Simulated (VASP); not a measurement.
# As (R-3m) in VASP: further runs, part 2 of 3

VASP 6.6.1.

## 3. Single point, PBE

This run uses another cell than the first one, of 22.96 Å³/atom, 1.100 times its volume.

Input file INCAR:

```
PREC     = Accurate       # precision mode
ENCUT    = 500            # plane-wave cutoff, eV
EDIFF    = 1E-6           # SCF threshold, eV
ISMEAR   = 0              # smearing method
SIGMA    = 0.1            # smearing width, eV
LREAL    = F              # projectors in reciprocal space
LASPH    = T              # aspherical terms in the spheres
NELM     = 120            # most SCF steps
ALGO     = Normal         # electronic algorithm
ISIF     = 2              # what is computed and relaxed
LWAVE    = F              # write WAVECAR
LCHARG   = F              # write CHGCAR
GGA      = PE             # functional
NBANDS   = 12             # bands
GGA_COMPAT= F
```

Input file KPOINTS:

```
regular mesh
0
Gamma
  6 6 6
```

Input file POSCAR:

```
As
1.0
    1.7690856180      1.0213820577      4.2361883263
   -1.7690856180      1.0213820577      4.2361883263
    0.0000000000     -2.0427641155      4.2361883263
As
2
Direct
    0.0577000000      0.0577000000      0.0577000000
    0.9423000000      0.9423000000      0.9423000000
```

Potentials or basis: VASP PAW PBE potentials, release 64 (As).

Run with:

```
> cat potpaw_PBE.64/As/POTCAR > POTCAR
> mpirun -np 1 vasp_std > vasp.out
```

OUTCAR:

```text
PREC = Accurate
   ENCUT = 500
   EDIFF = 1E-6
   ISMEAR = 0
   LREAL = F
   LASPH = T
   NELM = 120
   ISIF = 2
   GGA = PE

 ion  position               nearest neighbor table
   1  0.058  0.058  0.058-   2 1.47
   2  0.942  0.942  0.942-   1 1.47

  LATTYP: Found a trigonal (rhomboedric) cell.
 ALAT       =     4.7029965732
 COS(alpha) =     0.7170052526

  Lattice vectors:

 A1 = (   1.7690856180,   1.0213820577,   4.2361883263)
 A2 = (  -1.7690856180,   1.0213820577,   4.2361883263)
 A3 = (   0.0000000000,  -2.0427641155,   4.2361883263)

Analysis of symmetry for initial positions (statically):
=====================================================================
 Subroutine PRICEL returns:
 Original cell was already a primitive cell.

 Routine SETGRP: Setting up the symmetry group for a
 trigonal (rhombohedral) supercell.

 Subroutine GETGRP returns: Found 12 space group operations
 (whereof 12 operations were pure point group operations)
 out of a pool of 12 trial point group operations.

The static configuration has the point symmetry D_3d.

Analysis of symmetry for dynamics (positions and initial velocities):
=====================================================================
 Subroutine PRICEL returns:
 Original cell was already a primitive cell.

 Routine SETGRP: Setting up the symmetry group for a
 trigonal (rhombohedral) supercell.

 Subroutine GETGRP returns: Found 12 space group operations
 (whereof 12 operations were pure point group operations)
 out of a pool of 12 trial point group operations.

The dynamic configuration has the point symmetry D_3d.

 Subroutine INISYM returns: Found 12 space group operations
 (whereof 12 operations are pure point group operations),
 and found     1 'primitive' translations

[... 116 lines left out ...]
  Fermi-wavevector in a.u.,A,eV,Ry     =   0.984888  1.861169 13.197718  0.970005
  Thomas-Fermi vector in A             =   2.116155
   LORBIT       =      0    0 simple, 1 ext, 2 COOP (PROOUT), +10 PAW based schemes
   GGA     = PE    functional components
   LHFCALC =     F    Hartree Fock is set to
   AEXX    =    0.0000 exact exchange contribution
   IVDW    =     0    specifies the selected vdW correction
   LEPSILON=     F    determine dielectric tensor
   LRPA    =     F    only Hartree local field effects (RPA)
 non-spin polarized calculation
 Gauss-broadening in eV      SIGMA  =   0.10
  energy-cutoff  :      500.00
  volume of cell :       45.93
 maximum number of plane-waves:      1189
 NGX is ok and might be reduce to    36
   NGX = 17   NGY = 17   NGZ = 17

 number of electron      10.0000000 magnetization

 Free energy of the ion-electron system (eV)
  ---------------------------------------------------
  ext. energy  EPLUGINS =         0.00000000
  ---------------------------------------------------
  free energy    TOTEN  =         8.88764017 eV

  energy without entropy =        8.89286839  energy(sigma->0) =        8.89025428

 E-fermi :   4.7309     XC(G=0):  -9.2881

 val. band max:        4.6333362922   @ k =  -0.3333   0.5000   0.3333
 cond. band min:       4.7356061367   @ k =  -0.1667   0.3333   0.1667
 fundamental gap:      0.1022698444
 Fermi energy:         4.7308568926

 k-point     1 :       0.0000    0.0000    0.0000
  band No.  band energies     occupation
      1     -12.4935      2.00000
      2      -1.8471      2.00000
      3      -0.1054      2.00000
      4       1.8596      2.00000
      5       1.8596      2.00000
      6       9.2194      0.00000
      7       9.2194      0.00000
      8       9.7422      0.00000
      9      12.5633      0.00000
     10      12.5633      0.00000
     11      13.0429      0.00000
     12      16.3356      0.00000
[... 331 lines left out ...]
 k-point    24 :      -0.3333    0.5000    0.1667
  band No.  band energies     occupation
      1     -11.4436      2.00000
      2      -2.7105      2.00000
      3      -1.7846      2.00000
      4      -0.1812      2.00000
      5       3.3479      2.00000
      6       5.4762      0.00000
      7       8.2745      0.00000
      8       9.8587      0.00000
      9      12.9768      0.00000
     10      14.4587      0.00000
     11      14.8436      0.00000
     12      16.4866      0.00000

 [... further k-points ...]
[... 5 lines left out ...]
  --------------------------------------------------------------------------------------
  -------------------------------------------------------------------------------------
  Total        2.7488423      2.7488423    115.7425996      0.0000000     -0.0000000      0.0000000
  in kB       95.8951879     95.8951879   4037.7574689      0.0000000     -0.0000000      0.0000000
  external PRESSURE =    1409.8492816 kB  Pullay stress =       0.0000000 kB

 VOLUME and BASIS-vectors are now :
 -----------------------------------------------------------------------------
  energy-cutoff  :      500.00
  volume of cell :       45.93
      direct lattice vectors                 reciprocal lattice vectors
     1.769085618  1.021382058  4.236188326     0.282631883  0.163177594  0.078687090
    -1.769085618  1.021382058  4.236188326    -0.282631883  0.163177594  0.078687090
     0.000000000 -2.042764115  4.236188326     0.000000000 -0.326355188  0.078687090

 POSITION                                       TOTAL-FORCE (eV/Angst)
 -----------------------------------------------------------------------------------
      0.00000     -0.00000      0.73328         0.000000     -0.000000     78.998608
      0.00000     -0.00000     11.97528         0.000000      0.000000    -78.998608
 -----------------------------------------------------------------------------------
    total drift:                               -0.000000     -0.000000      0.000000

  FREE ENERGIE OF THE ION-ELECTRON SYSTEM (eV)
  ---------------------------------------------------
  free  energy   TOTEN  =         8.8876401745 eV

  energy  without entropy=        8.8928683931  energy(sigma->0) =        8.89025428
```

OSZICAR:

```text
N       E                     dE             d eps       ncg     rms          rms(c)
DAV:   1     0.430806718925E+02    0.43081E+02   -0.37251E+03   768   0.642E+02
DAV:   2     0.952641281353E+01   -0.33554E+02   -0.31897E+02   996   0.104E+02
DAV:   3     0.789780578982E+01   -0.16286E+01   -0.16250E+01   980   0.228E+01
DAV:   4     0.788902705149E+01   -0.87787E-02   -0.87780E-02   872   0.212E+00
DAV:   5     0.788898188343E+01   -0.45168E-04   -0.45168E-04   988   0.153E-01    0.817E+00
DAV:   6     0.869679465667E+01    0.80781E+00   -0.87284E-01   804   0.484E+00    0.451E+00
DAV:   7     0.887966796734E+01    0.18287E+00   -0.55731E-01   900   0.379E+00    0.145E+00
DAV:   8     0.888746216945E+01    0.77942E-02   -0.34824E-02   836   0.108E+00    0.211E-01
DAV:   9     0.888770478402E+01    0.24261E-03   -0.22935E-03   936   0.311E-01    0.946E-02
DAV:  10     0.888764908493E+01   -0.55699E-04   -0.12233E-04   908   0.706E-02    0.446E-02
DAV:  11     0.888763971476E+01   -0.93702E-05   -0.44651E-05   836   0.431E-02    0.683E-03
DAV:  12     0.888764017452E+01    0.45977E-06   -0.32939E-06   932   0.105E-02
   1 F= 0.88876402E+01 E0= 0.88902543E+01  d E =-.522822E-02
```

stdout:

```text
POSCAR found type information on POSCAR As
 POSCAR found :  1 types and       2 ions
 scaLAPACK will be used
 LDA part: xc-table for (Slater+PW92), standard interpolation
 POSCAR, INCAR and KPOINTS ok, starting setup
 FFT: planning ... GRIDC
 FFT: planning ... GRID_SOFT
 FFT: planning ... GRID
 WAVECAR not read
 entering main loop
```

It took 26 s on 1 thread of Intel Xeon 8259CL, shared host; peak memory 0.2 GiB.

Results:

```
Free energy            : 8.8876 eV
Pressure               : 141.0 GPa
Largest force          : 78.999 eV/Å
Band gap on the k mesh : zero (band 5 reaches 4.91 eV, above the bottom of band 6 at 4.74 eV)
```

Forces in eV/Å, atoms in the order of the input:
```
As    0.000   0.000  78.999
As    0.000   0.000 -78.999
```

Levels at points of the mesh, in eV from the Fermi level:
```
           k point  band 3  band 4  band 5  band 6  band 7  band 8
(0.00, 0.00, 0.00)   -4.84   -2.87   -2.87    4.49    4.49    5.01
(0.50, 0.00, 0.00)   -5.90   -3.76   -3.01    1.37    2.69    4.43
(0.50, 0.50, 0.00)   -6.52   -4.15   -2.35    1.08    3.40    4.88
(0.50, 0.50, 0.50)   -3.06   -3.06    0.18    4.48    5.45    5.45
```

Caveat: forces of over 1 eV/Å act on the atoms, so gaps and moduli don't describe the material at rest.

[end of part 2 of 3]
